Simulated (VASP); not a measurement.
# Hf3N2 (R-3m) in VASP: notebook, part 2 of 3

VASP 6.6.1. The steps go on from the part before.

## Step 3: Single point, r2SCAN

This run uses another cell than the first one, of 13.24 Å³/atom.

Input file POSCAR:

```
Hf3N2
1.0
    1.7026542750      0.9830279040      6.5927329910
   -1.7026542750      0.9830279040      6.5927329910
    0.0000000000     -1.9660558080      6.5927329910
Hf N
3 2
Direct
    0.7458628694      0.7458628694      0.7458628694
    0.2541371306      0.2541371306      0.2541371306
    0.0000000000      0.0000000000      0.0000000000
    0.6167372029      0.6167372029      0.6167372029
    0.3832627971      0.3832627971      0.3832627971
```

Input file INCAR.step1:

```
SYSTEM = Hf3N2
PREC = Accurate ; ENCUT = 520
ISMEAR = 0 ; SIGMA = 0.1
LREAL = .FALSE. ; LASPH = .TRUE.
NELM = 60 ; NBANDS = 28
GGA = PE ; ALGO = Normal
EDIFF = 1E-4 ; LWAVE = .TRUE.
LCHARG = .FALSE.
```

Input file INCAR.step2:

```
SYSTEM = Hf3N2
PREC = Accurate ; ENCUT = 520
EDIFF = 1E-6 ; ISMEAR = 0
SIGMA = 0.1 ; LREAL = .FALSE.
LASPH = .TRUE. ; NELM = 60
ALGO = Normal ; ISIF = 2
LWAVE = .FALSE. ; LCHARG = .FALSE.
METAGGA = R2SCAN ; LMIXTAU = .TRUE.
NBANDS = 28 ; ISTART = 1
```

Input file KPOINTS:

```
Automatic mesh
0
G
  1 1 1
  0 0 0
```

Potentials or basis: VASP PAW PBE potentials, release 64 (Hf_pv, N).

Launch:

```console
> cat potpaw_PBE.64/Hf_pv/POTCAR potpaw_PBE.64/N/POTCAR > POTCAR
> cp INCAR.step1 INCAR
> mpirun -np 1 vasp_gam > vasp.out
> cp INCAR.step2 INCAR
> mpirun -np 1 vasp_gam > vasp.out
```

OUTCAR:

```text
SYSTEM = Hf3N2
   PREC = Accurate
   ENCUT = 520
   EDIFF = 1E-6
   ISMEAR = 0
   LREAL = .FALSE.
   LASPH = .TRUE.
   NELM = 60
   ISIF = 2
   METAGGA = R2SCAN
   ISTART = 1

 ion  position               nearest neighbor table
   1  0.746  0.746  0.746-   5 2.05   5 2.05   5 2.05   3 2.51   3 2.51   3 2.51   4 2.55   2 3.70
                             2 3.70   2 3.70
   2  0.254  0.254  0.254-   4 2.05   4 2.05   4 2.05   3 2.51   3 2.51   3 2.51   5 2.55   1 3.70
                             1 3.70   1 3.70
   3  0.000  0.000  0.000-   4 2.20   5 2.20   4 2.20   4 2.20   5 2.20   5 2.20   2 2.51   1 2.51
                             2 2.51   1 2.51   2 2.51   1 2.51
   4  0.617  0.617  0.617-   2 2.05   2 2.05   2 2.05   3 2.20   3 2.20   3 2.20   1 2.55
   5  0.383  0.383  0.383-   1 2.05   1 2.05   1 2.05   3 2.20   3 2.20   3 2.20   2 2.55

  LATTYP: Found a trigonal (rhomboedric) cell.
 ALAT       =     6.8796441573
 COS(alpha) =     0.8774957964

  Lattice vectors:

 A1 = (   1.7026542750,   0.9830279040,   6.5927329910)
 A2 = (  -1.7026542750,   0.9830279040,   6.5927329910)
 A3 = (   0.0000000000,  -1.9660558080,   6.5927329910)

Analysis of symmetry for initial positions (statically):
=====================================================================
 Subroutine PRICEL returns:
 Original cell was already a primitive cell.

 Routine SETGRP: Setting up the symmetry group for a
 trigonal (rhombohedral) supercell.

 Subroutine GETGRP returns: Found 12 space group operations
 (whereof 12 operations were pure point group operations)
 out of a pool of 12 trial point group operations.

The static configuration has the point symmetry D_3d.

Analysis of symmetry for dynamics (positions and initial velocities):
=====================================================================
 Subroutine PRICEL returns:
 Original cell was already a primitive cell.

 Routine SETGRP: Setting up the symmetry group for a
 trigonal (rhombohedral) supercell.

 Subroutine GETGRP returns: Found 12 space group operations
 (whereof 12 operations were pure point group operations)
 out of a pool of 12 trial point group operations.

The dynamic configuration has the point symmetry D_3d.

 Subroutine INISYM returns: Found 12 space group operations
 (whereof 12 operations are pure point group operations),
 and found     1 'primitive' translations

----------------------------------------------------------------------------------------

                                     Primitive cell

  volume of cell :      66.2078

  direct lattice vectors                    reciprocal lattice vectors
     1.702654275  0.983027904  6.592732991     0.293659146  0.169544187  0.050560721
    -1.702654275  0.983027904  6.592732991    -0.293659146  0.169544187  0.050560721
     0.000000000 -1.966055808  6.592732991     0.000000000 -0.339088374  0.050560721

  length of vectors
     6.879644157  6.879644157  6.879644157     0.342837150  0.342837150  0.342837150

  position of ions in fractional coordinates (direct lattice)
     0.745862869  0.745862869  0.745862869
     0.254137131  0.254137131  0.254137131
     0.000000000  0.000000000  0.000000000
     0.616737203  0.616737203  0.616737203
     0.383262797  0.383262797  0.383262797

  ion indices of the primitive-cell ions
   primitive index   ion index
                 1           1
                 2           2
                 3           3
                 4           4
                 5           5

----------------------------------------------------------------------------------------

 KPOINTS: Automatic mesh

Automatic generation of k-mesh.
 Grid dimensions read from file:
 generate k-points for:    1    1    1

 Generating k-lattice:

  Cartesian coordinates                     Fractional coordinates (reciprocal lattice)
     0.293659146  0.169544187  0.050560721     1.000000000 -0.000000000  0.000000000
    -0.293659146  0.169544187  0.050560721    -0.000000000  1.000000000  0.000000000
     0.000000000 -0.339088374  0.050560721     0.000000000  0.000000000  1.000000000

  Length of vectors
     0.342837150  0.342837150  0.342837150

  Shift w.r.t. Gamma in fractional coordinates (k-lattice)
     0.000000000  0.000000000  0.000000000

 Subroutine IBZKPT returns following result:
 ===========================================

 Found      1 irreducible k-points:

 Following reciprocal coordinates:
            Coordinates               Weight
  0.000000  0.000000  0.000000      1.000000
   k-points           NKPTS =      1   k-points in BZ     NKDIM =      1   number of bands    NBANDS=     28
   number of dos      NEDOS =    301   number of ions     NIONS =      5
   total plane-waves  NPLWV = 157464
   dimension x,y,z NGX =    54 NGY =   54 NGZ =   54
   dimension x,y,z NGXF=   108 NGYF=  108 NGZF=  108
   ions per type =               3   2
   NGX,Y,Z   is equivalent  to a cutoff of  13.05, 13.05, 13.05 a.u.
   NGXF,Y,Z  is equivalent  to a cutoff of  26.10, 26.10, 26.10 a.u.
 SYSTEM =  Hf3N2
   PREC   = accura    normal or accurate (medium, high low for compatibility)
   ISTART =      1    job   : 0-new  1-cont  2-samecut
   ICHARG =      0    charge: 1-file 2-atom 10-const
   ISPIN  =      1    spin polarized calculation?
   LNONCOLLINEAR =      F non collinear calculations
   LSORBIT =      F    spin-orbit coupling
   LASPH  =      T    aspherical Exc in radial PAW
   ENCUT  =  520.0 eV  38.22 Ry    6.18 a.u.  12.79 12.79 12.79*2*pi/ulx,y,z
   NELM   =     60;   NELMIN=  2; NELMDL=  0     # of ELM steps
   EDIFF  = 0.1E-05   stopping-criterion for ELM
   LREAL  =      F    real-space projection
[... 7 lines left out ...]
   TEBEG  =    0.0;   TEEND  =   0.0 temperature during run
   PSTRESS=    0.0 pullay stress
   NELECT =      40.0000    total number of electrons
   NUPDOWN=      -1.0000    fix difference up-down
   EMIN   =  10.00;   EMAX   =-10.00  energy-range for DOS
   EFERMI =   0.00;   METHOD = LEGACY
   ISMEAR =     0;   SIGMA  =   0.10  broadening in eV -4-tet -1-fermi 0-gaus
   EFERMI_NEDOS =   21; number of points for ismear=-14 and -15
   IALGO  =     38    algorithm
   IMIX   =      4    mixing-type and parameters
     AMIX     =   0.40;   BMIX     =  1.00
     AMIX_MAG =   1.60;   BMIX_MAG =  1.00
  volume/ion in A,a.u.               =      13.24        89.36
  Fermi-wavevector in a.u.,A,eV,Ry     =   1.383965  2.615315 26.060047  1.915359
  Thomas-Fermi vector in A             =   2.508514
   LORBIT       =      0    0 simple, 1 ext, 2 COOP (PROOUT), +10 PAW based schemes
   METAGGA = R2SCAN    functional components
   LHFCALC =     F    Hartree Fock is set to
   AEXX    =    0.0000 exact exchange contribution
   IVDW    =     0    specifies the selected vdW correction
   LEPSILON=     F    determine dielectric tensor
   LRPA    =     F    only Hartree local field effects (RPA)
 non-spin polarized calculation
 Gauss-broadening in eV      SIGMA  =   0.10
  energy-cutoff  :      520.00
  volume of cell :       66.21
 maximum number of plane-waves:       889
 NGX is ok and might be reduce to    50
   NGX = 25   NGY = 25   NGZ = 25

 number of electron      40.0000000 magnetization

 Free energy of the ion-electron system (eV)
  ---------------------------------------------------
  ext. energy  EPLUGINS =         0.00000000
  ---------------------------------------------------
  free energy    TOTEN  =      -170.06311740 eV

  energy without entropy =     -170.06311740  energy(sigma->0) =     -170.06311740

 E-fermi :   4.7709     XC(G=0): -12.9518

 val. band max:        4.1758629723   @ k =   0.0000   0.0000   0.0000
 cond. band min:       7.5702337257   @ k =   0.0000   0.0000   0.0000
 fundamental gap:      3.3943707534
 Fermi energy:         4.7708504691

 k-point     1 :       0.0000    0.0000    0.0000
  band No.  band energies     occupation
      1     -26.3770      2.00000
      2     -25.6718      2.00000
      3     -25.6718      2.00000
      4     -25.6316      2.00000
      5     -25.3646      2.00000
      6     -25.3646      2.00000
[... 20 lines left out ...]
     27      12.4445      0.00000
     28      14.1856      0.00000

------------------------ aborting loop because EDIFF is reached ----------------------------------------

  FORCE on cell =-STRESS in cart. coord.  units (eV):
  Direction    XX          YY          ZZ          XY          YZ          ZX
  --------------------------------------------------------------------------------------
  -------------------------------------------------------------------------------------
  Total       -0.9492331     -0.9492331     -1.9110195      0.0000000      0.0000000      0.0000000
  in kB      -22.9707084    -22.9707084    -46.2451971      0.0000000      0.0000000      0.0000000
  external PRESSURE =     -30.7288713 kB  Pullay stress =       0.0000000 kB

 VOLUME and BASIS-vectors are now :
 -----------------------------------------------------------------------------
  energy-cutoff  :      520.00
  volume of cell :       66.21
      direct lattice vectors                 reciprocal lattice vectors
     1.702654275  0.983027904  6.592732991     0.293659146  0.169544187  0.050560721
    -1.702654275  0.983027904  6.592732991    -0.293659146  0.169544187  0.050560721
     0.000000000 -1.966055808  6.592732991     0.000000000 -0.339088374  0.050560721

 POSITION                                       TOTAL-FORCE (eV/Angst)
 -----------------------------------------------------------------------------------
      0.00000      0.00000     14.75182         0.000000      0.000000     -0.447508
      0.00000      0.00000      5.02637         0.000000     -0.000000      0.447508
      0.00000      0.00000      0.00000         0.000000     -0.000000     -0.000000
      0.00000      0.00000     12.19795         0.000000      0.000000      0.279276
      0.00000      0.00000      7.58025         0.000000     -0.000000     -0.279276
 -----------------------------------------------------------------------------------
    total drift:                                0.000000     -0.000000      0.000000

  FREE ENERGIE OF THE ION-ELECTRON SYSTEM (eV)
  ---------------------------------------------------
  free  energy   TOTEN  =      -170.0631174011 eV

  energy  without entropy=     -170.0631174011  energy(sigma->0) =     -170.06311740
```

Wall time 4.2 min (1 thread of Intel Xeon 8259CL, shared host); peak memory 0.42 GiB.

Results:

* Free energy: -170.0631 eV
* Pressure: -3.1 GPa
* Largest force: 0.448 eV/Å

Forces in eV/Å, atoms in the order of the input:
```
Hf   0.000  0.000 -0.448
Hf   0.000  0.000  0.448
Hf   0.000  0.000  0.000
N    0.000  0.000  0.279
N    0.000  0.000 -0.279
```

Stress tensor (GPa, compression positive):
```
-2.30  0.00  0.00
 0.00 -2.30  0.00
 0.00  0.00 -4.62
```

Caveat: the k points lie up to 2.15 Å⁻¹ apart, too coarse for converged energies, forces and pressures; the PAW data sets were made with another functional, which shifts forces and pressure a little; spin-orbit coupling is left out, which moves the levels of the heavy elements.

[end of part 2 of 3]
